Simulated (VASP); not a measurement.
# TiN (Fm-3m) in VASP: a series of runs

Runs on TiN. Level: LDA. Tasks: single point.

Everything below comes from runs of VASP 6.6.1. Logs are shortened: lines on timing, memory, paths and dates and some standing lists are left out, and cuts for length are marked.

### 1 The cell of the first run

It takes space group Fm-3m (No. 225, cubic). The conventional cell has a = 4.173 Å, b = 4.173 Å, c = 4.173 Å, α = 90.00°, β = 90.00°, γ = 90.00°. Within 2.8 Å of Ti (site symmetry m-3m) lie 6 N at 2.09 Å. N (site symmetry m-3m) has 6 Ti at 2.09 Å within 2.8 Å.

### 2 Single point, LDA

INCAR reads:

```
ALGO = Normal ; EDIFF = 1E-6
ENCUT = 1330 ; GGA = CA
GGA_COMPAT = False ; ISIF = 2
ISMEAR = 0 ; LASPH = True
LCHARG = False ; LREAL = False
LWAVE = False ; NBANDS = 16
NELM = 120 ; PREC = Accurate
SIGMA = 0.1
```

KPOINTS reads:

```
k-points
0
Gamma
  8 8 8
```

POSCAR reads:

```
TiN
1.0
    0.0000000000      2.0863609778      2.0863609778
    2.0863609778      0.0000000000      2.0863609778
    2.0863609778      2.0863609778      0.0000000000
Ti N
1 1
Direct
    0.0000000000      0.0000000000      0.0000000000
    0.5000000000      0.5000000000      0.5000000000
```

Potentials or basis: VASP PAW LDA potentials, release 64 (Ti_sv, N_h).

Started as:

```console
$ cat potpaw_LDA.64/Ti_sv/POTCAR potpaw_LDA.64/N_h/POTCAR > POTCAR
$ mpirun -np 1 vasp_std > vasp.out
```

OUTCAR:

```text
EDIFF = 1E-6
   ENCUT = 1330
   GGA = CA
   ISIF = 2
   ISMEAR = 0
   LASPH = True
   LREAL = False
   NELM = 120
   PREC = Accurate

 ion  position               nearest neighbor table
   1  0.000  0.000  0.000-   2 2.09   2 2.09   2 2.09   2 2.09   2 2.09   2 2.09
   2  0.500  0.500  0.500-   1 2.09   1 2.09   1 2.09   1 2.09   1 2.09   1 2.09

  LATTYP: Found a face centered cubic cell.
 ALAT       =     4.1727219556

  Lattice vectors:

 A1 = (   0.0000000000,   2.0863609778,   2.0863609778)
 A2 = (   2.0863609778,   0.0000000000,   2.0863609778)
 A3 = (   2.0863609778,   2.0863609778,   0.0000000000)

Analysis of symmetry for initial positions (statically):
=====================================================================
 Subroutine PRICEL returns:
 Original cell was already a primitive cell.

 Routine SETGRP: Setting up the symmetry group for a
 face centered cubic supercell.

 Subroutine GETGRP returns: Found 48 space group operations
 (whereof 48 operations were pure point group operations)
 out of a pool of 48 trial point group operations.

The static configuration has the point symmetry O_h .

Analysis of symmetry for dynamics (positions and initial velocities):
=====================================================================
 Subroutine PRICEL returns:
 Original cell was already a primitive cell.

 Routine SETGRP: Setting up the symmetry group for a
 face centered cubic supercell.

 Subroutine GETGRP returns: Found 48 space group operations
 (whereof 48 operations were pure point group operations)
 out of a pool of 48 trial point group operations.

The dynamic configuration has the point symmetry O_h .

 Subroutine INISYM returns: Found 48 space group operations
 (whereof 48 operations are pure point group operations),
 and found     1 'primitive' translations

----------------------------------------------------------------------------------------

                                     Primitive cell

  volume of cell :      18.1635

  direct lattice vectors                    reciprocal lattice vectors
     0.000000000  2.086360978  2.086360978    -0.239651721  0.239651721  0.239651721
     2.086360978  0.000000000  2.086360978     0.239651721 -0.239651721  0.239651721
     2.086360978  2.086360978  0.000000000     0.239651721  0.239651721 -0.239651721

  length of vectors
     2.950559991  2.950559991  2.950559991     0.415088958  0.415088958  0.415088958

  position of ions in fractional coordinates (direct lattice)
     0.000000000  0.000000000  0.000000000
     0.500000000  0.500000000  0.500000000

  ion indices of the primitive-cell ions
   primitive index   ion index
                 1           1
                 2           2

----------------------------------------------------------------------------------------

 KPOINTS: k-points

Automatic generation of k-mesh.
 Grid dimensions read from file:
 generate k-points for:    8    8    8

 Generating k-lattice:

  Cartesian coordinates                     Fractional coordinates (reciprocal lattice)
    -0.029956465  0.029956465  0.029956465     0.125000000  0.000000000  0.000000000
     0.029956465 -0.029956465  0.029956465     0.000000000  0.125000000  0.000000000
     0.029956465  0.029956465 -0.029956465     0.000000000  0.000000000  0.125000000

  Length of vectors
     0.051886120  0.051886120  0.051886120

  Shift w.r.t. Gamma in fractional coordinates (k-lattice)
     0.000000000  0.000000000  0.000000000

 Subroutine IBZKPT returns following result:
 ===========================================

 Found     29 irreducible k-points:

 Following reciprocal coordinates:
            Coordinates               Weight
  0.000000  0.000000  0.000000      1.000000
  0.125000  0.000000  0.000000      8.000000
  0.250000  0.000000  0.000000      8.000000
  0.375000  0.000000  0.000000      8.000000
  0.500000  0.000000  0.000000      4.000000
  0.125000  0.125000  0.000000      6.000000
[... 16 lines left out ...]
  0.500000  0.250000  0.125000     48.000000
 -0.375000  0.250000  0.125000     24.000000
 [... further k-points ...]
   k-points           NKPTS =     29   k-points in BZ     NKDIM =     29   number of bands    NBANDS=     16
   number of dos      NEDOS =    301   number of ions     NIONS =      2
   total plane-waves  NPLWV =  46656
   dimension x,y,z NGX =    36 NGY =   36 NGZ =   36
   dimension x,y,z NGXF=    72 NGYF=   72 NGZF=   72
   ions per type =               1   1
   NGX,Y,Z   is equivalent  to a cutoff of  20.28, 20.28, 20.28 a.u.
   NGXF,Y,Z  is equivalent  to a cutoff of  40.57, 40.57, 40.57 a.u.
 SYSTEM =  unknown system
   PREC   = accura    normal or accurate (medium, high low for compatibility)
   ISTART =      0    job   : 0-new  1-cont  2-samecut
   ICHARG =      2    charge: 1-file 2-atom 10-const
   ISPIN  =      1    spin polarized calculation?
   LNONCOLLINEAR =      F non collinear calculations
   LSORBIT =      F    spin-orbit coupling
   LASPH  =      T    aspherical Exc in radial PAW
   ENCUT  = 1330.0 eV  97.75 Ry    9.89 a.u.   8.77  8.77  8.77*2*pi/ulx,y,z
   NELM   =    120;   NELMIN=  2; NELMDL= -5     # of ELM steps
   EDIFF  = 0.1E-05   stopping-criterion for ELM
   LREAL  =      F    real-space projection
   EDIFFG = 0.1E-04   stopping-criterion for IOM
   NSW    =      0    number of steps for IOM
   IBRION =     -1    ionic relax: 0-MD 1-quasi-New 2-CG
   NFREE  =      0    steps in history (QN), initial steepest desc. (CG)
   ISIF   =      2    stress and relaxation
   ISYM   =      2    0-nonsym 1-usesym 2-fastsym
   POTIM  = 0.5000    time-step for ionic-motion
   TEBEG  =    0.0;   TEEND  =   0.0 temperature during run
   PSTRESS=    0.0 pullay stress
   NELECT =      17.0000    total number of electrons
   NUPDOWN=      -1.0000    fix difference up-down
   EMIN   =  10.00;   EMAX   =-10.00  energy-range for DOS
   EFERMI =   0.00;   METHOD = LEGACY
   ISMEAR =     0;   SIGMA  =   0.10  broadening in eV -4-tet -1-fermi 0-gaus
   EFERMI_NEDOS =   21; number of points for ismear=-14 and -15
   IALGO  =     38    algorithm
   IMIX   =      4    mixing-type and parameters
     AMIX     =   0.40;   BMIX     =  1.00
     AMIX_MAG =   1.60;   BMIX_MAG =  1.00
  volume/ion in A,a.u.               =       9.08        61.29
  Fermi-wavevector in a.u.,A,eV,Ry     =   1.601370  3.026151 34.890588  2.564386
  Thomas-Fermi vector in A             =   2.698359
   LORBIT       =      0    0 simple, 1 ext, 2 COOP (PROOUT), +10 PAW based schemes
   GGA     = CA    functional components
   LHFCALC =     F    Hartree Fock is set to
   AEXX    =    0.0000 exact exchange contribution
   IVDW    =     0    specifies the selected vdW correction
   LEPSILON=     F    determine dielectric tensor
   LRPA    =     F    only Hartree local field effects (RPA)
 non-spin polarized calculation
 Gauss-broadening in eV      SIGMA  =   0.10
  energy-cutoff  :     1330.00
  volume of cell :       18.16
 maximum number of plane-waves:      2018
   NGX = 17   NGY = 17   NGZ = 17

 number of electron      17.0000000 magnetization

 Free energy of the ion-electron system (eV)
  ---------------------------------------------------
  ext. energy  EPLUGINS =         0.00000000
  ---------------------------------------------------
  free energy    TOTEN  =       -21.66594782 eV

  energy without entropy =      -21.65752217  energy(sigma->0) =      -21.66173499

 E-fermi :  12.2627     XC(G=0): -13.6612

 val. band max:       12.2558695470   @ k =   0.3750   0.1250   0.0000
 cond. band min:      12.2874098014   @ k =  -0.3750   0.3750   0.1250
 fundamental gap:      0.0315402545
 Fermi energy:        12.2627309273

 k-point     1 :       0.0000    0.0000    0.0000
  band No.  band energies     occupation
      1     -44.8188      2.00000
      2     -21.1351      2.00000
      3     -21.1351      2.00000
      4     -21.1351      2.00000
      5      -4.8878      2.00000
      6      10.1787      2.00000
[... 8 lines left out ...]
     15      25.5757      0.00000
     16      32.7197      0.00000

 k-point     2 :       0.1250    0.0000    0.0000
  band No.  band energies     occupation
      1     -44.8002      2.00000
      2     -21.2587      2.00000
      3     -21.1450      2.00000
      4     -21.1450      2.00000
      5      -4.5575      2.00000
      6       8.7488      2.00000
[... 8 lines left out ...]
     15      25.8079      0.00000
     16      32.2094      0.00000

 k-point     3 :       0.2500    0.0000    0.0000
  band No.  band energies     occupation
      1     -44.7551      2.00000
      2     -21.5476      2.00000
      3     -21.1686      2.00000
      4     -21.1686      2.00000
      5      -3.6942      2.00000
      6       6.5514      2.00000
[... 8 lines left out ...]
     15      25.6022      0.00000
     16      30.3605      0.00000

 k-point     4 :       0.3750    0.0000    0.0000
  band No.  band energies     occupation
      1     -44.7095      2.00000
      2     -21.8243      2.00000
      3     -21.1921      2.00000
      4     -21.1921      2.00000
      5      -2.6637      2.00000
      6       4.6805      2.00000
[... 8 lines left out ...]
     15      26.0146      0.00000
     16      28.1620      0.00000

 k-point     5 :       0.5000    0.0000    0.0000
  band No.  band energies     occupation
      1     -44.6905      2.00000
      2     -21.9358      2.00000
      3     -21.2018      2.00000
      4     -21.2018      2.00000
      5      -2.1378      2.00000
      6       3.8775      2.00000
[... 8 lines left out ...]
     15      26.6325      0.00000
     16      27.1839      0.00000

 k-point     6 :       0.1250    0.1250    0.0000
  band No.  band energies     occupation
      1     -44.7941      2.00000
      2     -21.2500      2.00000
      3     -21.1723      2.00000
      4     -21.1723      2.00000
      5      -4.4725      2.00000
      6       7.9273      2.00000
[... 8 lines left out ...]
     15      26.0146      0.00000
     16      31.5909      0.00000

 k-point     7 :       0.2500    0.1250    0.0000
  band No.  band energies     occupation
      1     -44.7578      2.00000
      2     -21.4613      2.00000
      3     -21.2083      2.00000
      4     -21.1923      2.00000
      5      -3.8621      2.00000
      6       6.5513      2.00000
[... 8 lines left out ...]
     15      25.9889      0.00000
     16      30.3623      0.00000

 k-point     8 :       0.3750    0.1250    0.0000
  band No.  band energies     occupation
      1     -44.7124      2.00000
      2     -21.7248      2.00000
      3     -21.2319      2.00000
      4     -21.2285      2.00000
      5      -2.9971      2.00000
      6       5.2427      2.00000
[... 8 lines left out ...]
     15      25.7161      0.00000
     16      28.3287      0.00000

 k-point     9 :       0.5000    0.1250    0.0000
  band No.  band energies     occupation
      1     -44.6845      2.00000
      2     -21.8789      2.00000
      3     -21.2700      2.00000
      4     -21.2295      2.00000
      5      -2.3541      2.00000
      6       4.3314      2.00000
[... 8 lines left out ...]
     15      26.1833      0.00000
     16      27.0063      0.00000
[... 172 lines left out ...]
 k-point    19 :       0.5000    0.3750    0.0000
  band No.  band energies     occupation
      1     -44.6553      2.00000
      2     -21.7562      2.00000
      3     -21.4269      2.00000
      4     -21.3614      2.00000
      5      -3.2753      2.00000
      6       6.1802      2.00000
[... 8 lines left out ...]
     15      24.8768      0.00000
     16      26.6251      0.00000

 k-point    20 :      -0.3750    0.3750    0.0000
  band No.  band energies     occupation
      1     -44.6524      2.00000
      2     -21.6827      2.00000
      3     -21.5720      2.00000
      4     -21.3225      2.00000
      5      -2.9495      2.00000
      6       6.2455      2.00000
[... 8 lines left out ...]
     15      24.4943      0.00000
     16      25.6362      0.00000

 k-point    21 :       0.5000    0.5000    0.0000
  band No.  band energies     occupation
      1     -44.6492      2.00000
      2     -21.7976      2.00000
      3     -21.3883      2.00000
      4     -21.3883      2.00000
      5      -3.4496      2.00000
      6       6.3702      2.00000
[... 8 lines left out ...]
     15      24.4275      0.00000
     16      27.3294      0.00000

 k-point    22 :       0.3750    0.2500    0.1250
  band No.  band energies     occupation
      1     -44.7215      2.00000
      2     -21.5989      2.00000
      3     -21.3111      2.00000
      4     -21.2089      2.00000
      5      -3.3327      2.00000
      6       5.7025      2.00000
[... 8 lines left out ...]
     15      25.6837      0.00000
     16      27.9687      0.00000

 k-point    23 :       0.5000    0.2500    0.1250
  band No.  band energies     occupation
      1     -44.6849      2.00000
      2     -21.7429      2.00000
      3     -21.3828      2.00000
      4     -21.2461      2.00000
      5      -2.7746      2.00000
      6       5.1287      2.00000
[... 8 lines left out ...]
     15      25.3294      0.00000
     16      26.8401      0.00000

 k-point    24 :      -0.3750    0.2500    0.1250
  band No.  band energies     occupation
      1     -44.6697      2.00000
      2     -21.8051      2.00000
      3     -21.4010      2.00000
      4     -21.2692      2.00000
      5      -2.5320      2.00000
      6       4.8924      2.00000
[... 8 lines left out ...]
     15      25.5559      0.00000
     16      26.5772      0.00000

 [... further k-points ...]

------------------------ aborting loop because EDIFF is reached ----------------------------------------

  FORCE on cell =-STRESS in cart. coord.  units (eV):
  Direction    XX          YY          ZZ          XY          YZ          ZX
  --------------------------------------------------------------------------------------
  -------------------------------------------------------------------------------------
  Total        0.1058220      0.1058220      0.1058220      0.0000000     -0.0000000      0.0000000
  in kB        9.3344355      9.3344355      9.3344355      0.0000000     -0.0000000      0.0000000
  external PRESSURE =       9.3344355 kB  Pullay stress =       0.0000000 kB

 VOLUME and BASIS-vectors are now :
 -----------------------------------------------------------------------------
  energy-cutoff  :     1330.00
  volume of cell :       18.16
      direct lattice vectors                 reciprocal lattice vectors
     0.000000000  2.086360978  2.086360978    -0.239651721  0.239651721  0.239651721
     2.086360978  0.000000000  2.086360978     0.239651721 -0.239651721  0.239651721
     2.086360978  2.086360978  0.000000000     0.239651721  0.239651721 -0.239651721

 POSITION                                       TOTAL-FORCE (eV/Angst)
 -----------------------------------------------------------------------------------
      0.00000      0.00000      0.00000        -0.000000      0.000000     -0.000000
      2.08636      2.08636      2.08636         0.000000     -0.000000      0.000000
 -----------------------------------------------------------------------------------
    total drift:                                0.000000      0.000000      0.000000

  FREE ENERGIE OF THE ION-ELECTRON SYSTEM (eV)
  ---------------------------------------------------
  free  energy   TOTEN  =       -21.6659478190 eV

  energy  without entropy=      -21.6575221656  energy(sigma->0) =      -21.66173499
```

It took 13 s on 1 thread of Intel Xeon 6975P-C (Granite Rapids), shared host; peak memory 0.19 GiB.

Results:

```yaml
Free_energy: -21.6659 eV
Pressure: 0.9 GPa
Band_gap_on_the_k_mesh: zero (an odd number of electrons rules out a gap without spin polarisation)
```

Levels at points of the mesh, in eV from the Fermi level:
```tsv
k point	band 5	band 6	band 7	band 8	band 9	band 10	band 11	band 12	band 13	band 14
(0.00, 0.00, 0.00)	-17.15	-2.08	-2.08	-2.08	-0.70	-0.70	-0.70	0.59	0.59	6.12
(0.50, 0.00, 0.00)	-14.40	-8.39	-5.76	-5.76	1.81	1.81	2.55	6.13	6.13	6.35
(0.50, 0.50, 0.00)	-15.71	-5.89	-3.33	-3.27	-3.27	1.75	2.58	2.58	4.04	11.25
```

Caveat: an odd number of electrons without spin polarisation forces a metal; a magnetic or distorted state may lie lower.

[end of part 1 of 2]

The gap in the log of VASP goes by the Fermi energy; the results here count the filled bands.